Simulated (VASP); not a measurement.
Write the native input for VASP 6.6.1 that does the following.

* Task: single point
* Functional: r2SCAN
* Potentials or basis: VASP PAW PBE potentials, release 64 (Sb)
* Cutoff: 520 eV
* k mesh: 13 × 13 × 8
* Occupations: fermi-dirac, width 0.1 eV
* Spin: no spin polarisation
* Dipole correction: no
* Further INCAR settings: ALGO = Normal; EDIFF = 1e-06; NBANDS = 12

The system is Sb.

```
Sb
1.0
    -3.00568    3.00410    1.59960
     3.00410   -3.00568    1.59960
     3.02539    3.02539   -1.60250
Sb
2
Cartesian
  3.0032 -3.0048 1.5996
  0.0103 3.0135 0.7983
```

The input as run:

POSCAR

```
Sb
1.0
   -3.0056830246      3.0040990456      1.5995956753
    3.0040990456     -3.0056830246      1.5995956753
    3.0253870168      3.0253870168     -1.6024967357
Sb
2
Direct
    0.0001435861      0.9998564139      0.0000000000
    0.7498564139      0.2501435861      0.5000000000
```

INCAR.step1

```
PREC = Accurate ; ENCUT = 520
ISMEAR = -1 ; SIGMA = 0.1
LREAL = False ; LASPH = True
NELM = 80 ; NBANDS = 12
GGA = PE ; ALGO = Normal
EDIFF = 1E-4 ; LWAVE = True
LCHARG = False
```

INCAR.step2

```
PREC = Accurate ; ENCUT = 520
EDIFF = 1E-6 ; ISMEAR = -1
SIGMA = 0.1 ; LREAL = False
LASPH = True ; NELM = 80
ALGO = Normal ; ISIF = 2
LWAVE = False ; LCHARG = False
METAGGA = R2SCAN ; LMIXTAU = True
NBANDS = 12 ; ISTART = 1
```

KPOINTS

```
Automatic mesh
0
Gamma
  13 13 8
```

Potentials or basis: VASP PAW PBE potentials, release 64 (Sb).

Run with:

```sh
$ cat potpaw_PBE.64/Sb/POTCAR > POTCAR
$ cp INCAR.step1 INCAR
$ mpirun -np 1 vasp_std > vasp.out
$ cp INCAR.step2 INCAR
$ mpirun -np 1 vasp_std > vasp.out
```

It gave:

- Pressure: 0.1 GPa
- Band gap on the k mesh: zero (bands 5 and 6 overlap by 6.00 eV)

Caveat: the PAW data sets were made with another functional, which shifts forces and pressure a little; spin-orbit coupling is left out, which moves the levels of the heavy elements.

Run time: 27 min on 1 thread of AMD EPYC 7R13, with other jobs on the host, peak memory 0.35 GiB.
